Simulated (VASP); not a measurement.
A run of VASP 6.6.1:

INCAR

```
SYSTEM = Li
AGGAC = 1.0 ; AGGAX = 1.0
ALDAC = 0.0 ; ALDAX = 1.0
ALGO = Normal ; EDIFF = 1E-6
ENCUT = 750 ; GGA = B5
GGA_COMPAT = .FALSE. ; ISIF = 2
ISMEAR = 1 ; LASPH = .TRUE.
LCHARG = .FALSE. ; LREAL = .FALSE.
LWAVE = .FALSE. ; NBANDS = 8
NELM = 120 ; PREC = Accurate
SIGMA = 0.1
```

KPOINTS

```
k-points
0
G
  10 10 10
  0 0 0
```

POSCAR

```
Li
1.0
    0.0000000000      2.2020000000      2.2020000000
    2.2020000000      0.0000000000      2.2020000000
    2.2020000000      2.2020000000      0.0000000000
Li
1
Direct
    0.0000000000      0.0000000000      0.0000000000
```

Potentials or basis: VASP PAW PBE potentials, release 64 (Li_sv).

Command:

```bash
$ cat potpaw_PBE.64/Li_sv/POTCAR > POTCAR
$ mpirun -np 1 vasp_std > vasp.out
```

Hardware: 1 thread of Intel(R) Xeon(R) Platinum 8259CL CPU @ 2.50GHz (Skylake/Cascade Lake), with other jobs on the host.

Problem. Estimate the wall time of this run.

Solution. Wall time 12 s on 1 thread of Intel(R) Xeon(R) Platinum 8259CL CPU @ 2.50GHz (Skylake/Cascade Lake) (shared host), peak memory 0.14 GiB. Counts: scf iterations 11, k points 47.
